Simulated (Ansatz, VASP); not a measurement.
**One calculation of Ge, two programs**

```
Ge
1.0
    -2.49590    2.65086    1.43695
     2.49590   -2.65086    1.43695
     2.49590    2.65086   -1.43695
Ge
2
Cartesian
  2.4959 1.3254 1.2529
  0.0000 1.3254 0.1841
```

Alike in both runs: task single point; functional PBE; k mesh 15 × 15 × 15; occupations fermi-dirac, width 0.03 eV; no spin polarisation.

|  | VASP | Ansatz |
| --- | --- | --- |
| version | VASP 6.6.1 | Ansatz 0.2.0 |
| potentials or method | VASP PAW PBE potentials, release 64 (Ge_d), cutoff 520 eV | all-electron LAPW, scalar-relativistic |

|  | VASP | Ansatz | Ansatz less VASP |
| --- | --- | --- | --- |
| pressure (GPa) | 0.9 | 1.1 | +0.16 |
| traceless stress, the component that is largest in VASP (GPa) | -0.53 | -0.52 | +0.004 |
| rms of the force components (eV/Å) | 0.023 | 0.024 | +0.0004 |

Atom by atom the forces differ by 0.000 eV/Å (rms over components). Ansatz ran all-electron here, and VASP with PAW potentials.
